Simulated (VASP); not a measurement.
ZrB, 2 atoms in the cell. It takes space group Fmmm (No. 69, orthorhombic). Conventional cell: a = 4.718 Å, b = 4.831 Å, c = 5.362 Å, α = 90.00°, β = 90.00°, γ = 90.00°. Within 3.1 Å of Zr (site symmetry mmm) lie 6 B at 2.36 to 2.68 Å. B (site symmetry mmm) has 6 Zr at 2.36 to 2.68 Å within 3.1 Å.  This cell differs from its parent crystal: normal strain along x -0.0233, normal strain along z +0.1100.

- Program: VASP 6.6.1
- Task: single point
- Functional: LDA
- Potentials or basis: VASP PAW LDA potentials, release 64 (Zr_sv, B)
- Cutoff: 520 eV
- k mesh: 16 × 16 × 16
- Occupations: gaussian, width 0.15 eV
- Spin: no spin polarisation
- Dipole correction: no
- Further INCAR settings: ALGO = Normal; EDIFF = 1e-07; NBANDS = 14

Potentials or basis: VASP PAW LDA potentials, release 64 (Zr_sv, B).

The run is started by

```sh
$ cat potpaw_LDA.64/Zr_sv/POTCAR potpaw_LDA.64/B/POTCAR > POTCAR
$ mpirun -np 1 vasp_std > vasp.out
```

Hardware: 1 thread of Intel(R) Xeon(R) Platinum 8259CL CPU @ 2.50GHz (Skylake/Cascade Lake), with other jobs on the host.

Estimate the wall time of this run.

Run time: 3.4 min on 1 thread of Intel(R) Xeon(R) Platinum 8259CL CPU @ 2.50GHz (Skylake/Cascade Lake) (shared host), peak memory 0.37 GiB. Counts: scf iterations 13, k points 621.
